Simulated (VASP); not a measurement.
# SnO (P4/nmm) in VASP: further runs

SnO is run at these levels: r2SCAN+D4, revPBE+D3(BJ), HSE06; tasks: single point, relaxation of cell and atoms.

All numbers are computed with VASP 6.6.1; they aren't measurements. Logs are shortened: lines on timing, memory, paths and dates and some standing lists are left out, and cuts for length are marked.

### 1 The cell of the first run

The structure is tetragonal, space group P4/nmm (No. 129). Conventional cell: a = 3.798 Å, b = 3.798 Å, c = 4.813 Å, α = 90.00°, β = 90.00°, γ = 90.00°. Sn (site symmetry 4mm) has 4 O at 2.22 Å within 2.9 Å. O (site symmetry -4m2) has 4 Sn at 2.22 Å and 4 O at 2.69 Å within 2.9 Å.

### 2 Single point, r2SCAN+D4

The input, POSCAR:

```
SnO
1.0
    3.7984871554      0.0000000000      0.0000000000
    0.0000000000      3.7984871554      0.0000000000
    0.0000000000      0.0000000000      4.8126616476
Sn O
2 2
Direct
    0.5000000000      0.0000000000      0.7619728723
    0.0000000000      0.5000000000      0.2380271277
    0.0000000000      0.0000000000      0.0000000000
    0.5000000000      0.5000000000      0.0000000000
```

The input, INCAR.step1:

```
SYSTEM = SnO
PREC = Accurate
ENCUT = 520
ISMEAR = -1
SIGMA = 0.05
LREAL = .FALSE.
LASPH = .TRUE.
NELM = 80
NBANDS = 28
GGA = PE
ALGO = Normal
EDIFF = 1E-4
LWAVE = .TRUE.
LCHARG = .FALSE.
```

The input, INCAR.step2:

```
SYSTEM = SnO
PREC = Accurate
ENCUT = 520
EDIFF = 1E-7
ISMEAR = -1
SIGMA = 0.05
LREAL = .FALSE.
LASPH = .TRUE.
NELM = 80
ALGO = Normal
ISIF = 2
LWAVE = .FALSE.
LCHARG = .FALSE.
METAGGA = R2SCAN
LMIXTAU = .TRUE.
IVDW = 13
VDW_S6 = 1.0
VDW_S8 = 0.6018749
VDW_A1 = 0.51559235
VDW_A2 = 5.77342911
NBANDS = 28
ISTART = 1
```

The input, KPOINTS:

```
Automatic mesh
0
G
  7 7 6
  0 0 0
```

Potentials or basis: VASP PAW PBE potentials, release 64 (Sn_d, O).

The run is started by

```
$ cat potpaw_PBE.64/Sn_d/POTCAR potpaw_PBE.64/O/POTCAR > POTCAR
$ cp INCAR.step1 INCAR
$ mpirun -np 1 vasp_std > vasp.out
$ cp INCAR.step2 INCAR
$ mpirun -np 1 vasp_std > vasp.out
```

OUTCAR:

```text
SYSTEM = SnO
   PREC = Accurate
   ENCUT = 520
   EDIFF = 1E-7
   ISMEAR = -1
   LREAL = .FALSE.
   LASPH = .TRUE.
   NELM = 80
   ISIF = 2
   METAGGA = R2SCAN
   IVDW = 13
   ISTART = 1

 ion  position               nearest neighbor table
   1  0.500  0.000  0.762-   3 2.22   4 2.22   4 2.22   3 2.22   2 3.53   2 3.53   2 3.53   2 3.53
                             2 3.68   2 3.68   2 3.68   2 3.68
   2  0.000  0.500  0.238-   3 2.22   4 2.22   3 2.22   4 2.22   1 3.53   1 3.53   1 3.53   1 3.53
                             1 3.68   1 3.68   1 3.68   1 3.68
   3  0.000  0.000  0.000-   1 2.22   2 2.22   2 2.22   1 2.22
   4  0.500  0.500  0.000-   1 2.22   2 2.22   1 2.22   2 2.22

  LATTYP: Found a simple tetragonal cell.
 ALAT       =     3.7984871554
 C/A-ratio  =     1.2669943192

  Lattice vectors:

 A1 = (   3.7984871554,   0.0000000000,   0.0000000000)
 A2 = (   0.0000000000,   3.7984871554,   0.0000000000)
 A3 = (   0.0000000000,   0.0000000000,   4.8126616476)

Analysis of symmetry for initial positions (statically):
=====================================================================
 Subroutine PRICEL returns:
 Original cell was already a primitive cell.

 Routine SETGRP: Setting up the symmetry group for a
 simple tetragonal supercell.

 Subroutine GETGRP returns: Found 16 space group operations
 (whereof  8 operations were pure point group operations)
 out of a pool of 16 trial point group operations.

The static configuration has the point symmetry D_2d.
 The point group associated with its full space group is D_4h.

Analysis of symmetry for dynamics (positions and initial velocities):
=====================================================================
 Subroutine PRICEL returns:
 Original cell was already a primitive cell.

 Routine SETGRP: Setting up the symmetry group for a
 simple tetragonal supercell.

 Subroutine GETGRP returns: Found 16 space group operations
 (whereof  8 operations were pure point group operations)
 out of a pool of 16 trial point group operations.

The dynamic configuration has the point symmetry D_2d.
 The point group associated with its full space group is D_4h.

 Subroutine INISYM returns: Found 16 space group operations
 (whereof  8 operations are pure point group operations),
 and found     1 'primitive' translations

----------------------------------------------------------------------------------------

                                     Primitive cell

  volume of cell :      69.4395

  direct lattice vectors                    reciprocal lattice vectors
     3.798487155  0.000000000  0.000000000     0.263262704  0.000000000  0.000000000
     0.000000000  3.798487155  0.000000000     0.000000000  0.263262704  0.000000000
     0.000000000  0.000000000  4.812661648     0.000000000  0.000000000  0.207785228

  length of vectors
     3.798487155  3.798487155  4.812661648     0.263262704  0.263262704  0.207785228

  position of ions in fractional coordinates (direct lattice)
     0.500000000  0.000000000  0.761972872
     0.000000000  0.500000000  0.238027128
     0.000000000  0.000000000  0.000000000
     0.500000000  0.500000000  0.000000000

  ion indices of the primitive-cell ions
   primitive index   ion index
                 1           1
                 2           2
                 3           3
                 4           4

----------------------------------------------------------------------------------------

 KPOINTS: Automatic mesh

Automatic generation of k-mesh.
 Grid dimensions read from file:
 generate k-points for:    7    7    6

 Generating k-lattice:

  Cartesian coordinates                     Fractional coordinates (reciprocal lattice)
     0.037608958  0.000000000  0.000000000     0.142857143  0.000000000  0.000000000
     0.000000000  0.037608958  0.000000000     0.000000000  0.142857143  0.000000000
     0.000000000  0.000000000  0.034630871     0.000000000  0.000000000  0.166666667

  Length of vectors
     0.037608958  0.037608958  0.034630871

  Shift w.r.t. Gamma in fractional coordinates (k-lattice)
     0.000000000  0.000000000  0.000000000

 Subroutine IBZKPT returns following result:
 ===========================================

 Found     40 irreducible k-points:

 Following reciprocal coordinates:
            Coordinates               Weight
  0.000000  0.000000  0.000000      1.000000
  0.142857  0.000000  0.000000      4.000000
  0.285714  0.000000  0.000000      4.000000
  0.428571  0.000000  0.000000      4.000000
  0.142857  0.142857  0.000000      4.000000
  0.285714  0.142857  0.000000      8.000000
[... 16 lines left out ...]
  0.285714  0.000000  0.333333      8.000000
  0.428571  0.000000  0.333333      8.000000
 [... further k-points ...]
   k-points           NKPTS =     40   k-points in BZ     NKDIM =     40   number of bands    NBANDS=     28
   number of dos      NEDOS =    301   number of ions     NIONS =      4
   total plane-waves  NPLWV =  28224
   dimension x,y,z NGX =    28 NGY =   28 NGZ =   36
   dimension x,y,z NGXF=    56 NGYF=   56 NGZF=   72
   ions per type =               2   2
   NGX,Y,Z   is equivalent  to a cutoff of  12.25, 12.25, 12.44 a.u.
   NGXF,Y,Z  is equivalent  to a cutoff of  24.51, 24.51, 24.87 a.u.
 SYSTEM =  SnO
   PREC   = accura    normal or accurate (medium, high low for compatibility)
   ISTART =      1    job   : 0-new  1-cont  2-samecut
   ICHARG =      0    charge: 1-file 2-atom 10-const
   ISPIN  =      1    spin polarized calculation?
   LNONCOLLINEAR =      F non collinear calculations
   LSORBIT =      F    spin-orbit coupling
   LASPH  =      T    aspherical Exc in radial PAW
   ENCUT  =  520.0 eV  38.22 Ry    6.18 a.u.   7.06  7.06  8.95*2*pi/ulx,y,z
   NELM   =     80;   NELMIN=  2; NELMDL=  0     # of ELM steps
   EDIFF  = 0.1E-06   stopping-criterion for ELM
   LREAL  =      F    real-space projection
   EDIFFG = 0.1E-05   stopping-criterion for IOM
   NSW    =      0    number of steps for IOM
   IBRION =     -1    ionic relax: 0-MD 1-quasi-New 2-CG
   NFREE  =      0    steps in history (QN), initial steepest desc. (CG)
   ISIF   =      2    stress and relaxation
   ISYM   =      2    0-nonsym 1-usesym 2-fastsym
   POTIM  = 0.5000    time-step for ionic-motion
   TEBEG  =    0.0;   TEEND  =   0.0 temperature during run
   PSTRESS=    0.0 pullay stress
   NELECT =      40.0000    total number of electrons
   NUPDOWN=      -1.0000    fix difference up-down
   EMIN   =  10.00;   EMAX   =-10.00  energy-range for DOS
   EFERMI =   0.00;   METHOD = LEGACY
   ISMEAR =    -1;   SIGMA  =   0.05  broadening in eV -4-tet -1-fermi 0-gaus
   EFERMI_NEDOS =   21; number of points for ismear=-14 and -15
   IALGO  =     38    algorithm
   IMIX   =      4    mixing-type and parameters
     AMIX     =   0.40;   BMIX     =  1.00
     AMIX_MAG =   1.60;   BMIX_MAG =  1.00
  volume/ion in A,a.u.               =      17.36       117.15
  Fermi-wavevector in a.u.,A,eV,Ry     =   1.362153  2.574096 25.245083  1.855461
  Thomas-Fermi vector in A             =   2.488667
   LORBIT       =      0    0 simple, 1 ext, 2 COOP (PROOUT), +10 PAW based schemes
   METAGGA = R2SCAN    functional components
   LHFCALC =     F    Hartree Fock is set to
   AEXX    =    0.0000 exact exchange contribution
   IVDW    =    13    specifies the selected vdW correction
   LEPSILON=     F    determine dielectric tensor
   LRPA    =     F    only Hartree local field effects (RPA)
 non-spin polarized calculation
  energy-cutoff  :      520.00
  volume of cell :       69.44
 maximum number of plane-waves:      1882
   NGX = 15   NGY = 15   NGZ = 17

 number of electron      39.9999996 magnetization

 Free energy of the ion-electron system (eV)
  ---------------------------------------------------
  ext. energy  EPLUGINS =         0.00000000
  ---------------------------------------------------
  free energy    TOTEN  =       -66.89676028 eV

  energy without entropy =      -66.89652709  energy(sigma->0) =      -66.89664368

 E-fermi :   7.4695     XC(G=0): -10.9876

 val. band max:        7.3024395846   @ k =   0.0000   0.0000   0.0000
 cond. band min:       7.6741688347   @ k =   0.4286   0.4286   0.0000
 fundamental gap:      0.3717292501
 Fermi energy:         7.4694557353

 k-point     1 :       0.0000    0.0000    0.0000
  band No.  band energies     occupation
      1     -15.7219      2.00000
      2     -15.1403      2.00000
      3     -15.1312      2.00000
      4     -15.1312      2.00000
      5     -15.0798      2.00000
      6     -15.0591      2.00000
[... 20 lines left out ...]
     27      14.3321      0.00000
     28      14.9620      0.00000

 k-point     2 :       0.1429    0.0000    0.0000
  band No.  band energies     occupation
      1     -15.7102      2.00000
      2     -15.1865      2.00000
      3     -15.1275      2.00000
      4     -15.1256      2.00000
      5     -15.1197      2.00000
      6     -15.0815      2.00000
[... 20 lines left out ...]
     27      14.6177      0.00000
     28      16.4294      0.00000

 k-point     3 :       0.2857    0.0000    0.0000
  band No.  band energies     occupation
      1     -15.6772      2.00000
      2     -15.3765      2.00000
      3     -15.1160      2.00000
      4     -15.1113      2.00000
      5     -15.1015      2.00000
      6     -15.0849      2.00000
[... 20 lines left out ...]
     27      15.0043      0.00000
     28      18.5563      0.00000

 k-point     4 :       0.4286    0.0000    0.0000
  band No.  band energies     occupation
      1     -15.6202      2.00000
      2     -15.5247      2.00000
      3     -15.1009      2.00000
      4     -15.0959      2.00000
      5     -15.0928      2.00000
      6     -15.0884      2.00000
[... 578 lines left out ...]
     27      15.5447      0.00000
     28      16.7000      0.00000

 k-point    23 :       0.2857    0.0000    0.3333
  band No.  band energies     occupation
      1     -15.6748      2.00000
      2     -15.4012      2.00000
      3     -15.1217      2.00000
      4     -15.1063      2.00000
      5     -15.0961      2.00000
      6     -15.0934      2.00000
[... 20 lines left out ...]
     27      16.0363      0.00000
     28      18.1898      0.00000

 k-point    24 :       0.4286    0.0000    0.3333
  band No.  band energies     occupation
      1     -15.6283      2.00000
      2     -15.5426      2.00000
      3     -15.1233      2.00000
      4     -15.1134      2.00000
      5     -15.0905      2.00000
      6     -15.0897      2.00000
[... 20 lines left out ...]
     27      16.5935      0.00000
     28      17.4336      0.00000

 [... further k-points ...]

------------------------ aborting loop because EDIFF is reached ----------------------------------------

  DFT-D4 for vdW energy calculation

  Edisp (eV):   -0.39200

  FORCE on cell =-STRESS in cart. coord.  units (eV):
  Direction    XX          YY          ZZ          XY          YZ          ZX
  --------------------------------------------------------------------------------------
  -------------------------------------------------------------------------------------
  Total       0.27449     0.27449     0.24385     0.00000     0.00000     0.00000
  in kB       6.33334     6.33334     5.62646     0.00000     0.00000     0.00000
  external pressure =        6.10 kB  Pullay stress =        0.00 kB

 VOLUME and BASIS-vectors are now :
 -----------------------------------------------------------------------------
  energy-cutoff  :      520.00
  volume of cell :       69.44
      direct lattice vectors                 reciprocal lattice vectors
     3.798487155  0.000000000  0.000000000     0.263262704  0.000000000  0.000000000
     0.000000000  3.798487155  0.000000000     0.000000000  0.263262704  0.000000000
     0.000000000  0.000000000  4.812661648     0.000000000  0.000000000  0.207785228

 POSITION                                       TOTAL-FORCE (eV/Angst)
 -----------------------------------------------------------------------------------
      1.89924      0.00000      3.66712        -0.000000      0.000000     -0.150622
      0.00000      1.89924      1.14554        -0.000000      0.000000      0.150622
      0.00000      0.00000      0.00000        -0.000000      0.000000      0.000000
      1.89924      1.89924      0.00000         0.000000     -0.000000      0.000000
 -----------------------------------------------------------------------------------
    total drift:                                0.000000      0.000000      0.000000

  FREE ENERGIE OF THE ION-ELECTRON SYSTEM (eV)
  ---------------------------------------------------
  free  energy   TOTEN  =       -67.2887587375 eV

  energy  without entropy=      -67.2885255556  energy(sigma->0) =      -67.28864215
```

Run time: 3.7 min. Hardware: 1 thread of Intel Xeon Platinum 8375C at 2.90GHz (Ice Lake), shared host; peak memory 0.21 GiB.

What came out:

- Free energy: -67.2888 eV
- Pressure: 0.6 GPa
- Largest force: 0.151 eV/Å
- Band gap on the k mesh: 0.37 eV, indirect (least direct gap 2.35 eV)
- Dispersion energy per atom: -0.098 eV

Forces on the atoms (eV/Å):
```
Sn   0.000  0.000 -0.151
Sn   0.000  0.000  0.151
O    0.000  0.000  0.000
O    0.000  0.000  0.000
```

Caveat: the PAW data sets were made with another functional, which shifts forces and pressure a little; spin-orbit coupling is left out, which moves the levels of the heavy elements. A k mesh can miss the band edges.

(Part 1 of 2 ends here.)
